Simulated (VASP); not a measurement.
Crystal: V.

```
CELL_PARAMETERS angstrom
2.63857 0.00000 0.00000
-1.31928 2.28506 0.00000
0.00000 0.00000 4.78549
ATOMIC_POSITIONS crystal
V 0.33333 0.66667 0.25000
V 0.66667 0.33333 0.75000
```

This isn't the form of V at room conditions, which is bcc.

Base run:

* Program: VASP 6.6.1
* Functional: PBE
* Potentials or basis: VASP PAW PBE potentials, release 64 (V_sv)
* Cutoff: 520 eV
* k mesh: 12 × 12 × 6
* Occupations: fermi-dirac, width 0.05 eV
* Spin: collinear spin, ferromagnetic start
* Starting moments: [2.0, 2.0] μB

Its results: band gap on the k mesh zero (filled and empty bands overlap); pressure -6.5 GPa; net moment 0.00 μB per cell.

The run is repeated on the same cell with these changes: functional from PBE to LDA; potentials or basis from VASP PAW PBE potentials, release 64 (V_sv) to VASP PAW LDA potentials, release 64 (V_sv). What comes out?

Band gap on the k mesh zero (filled and empty bands overlap); pressure -17.9 GPa; net moment 0.00 μB per cell.

Caveats: the cell stands under tension.
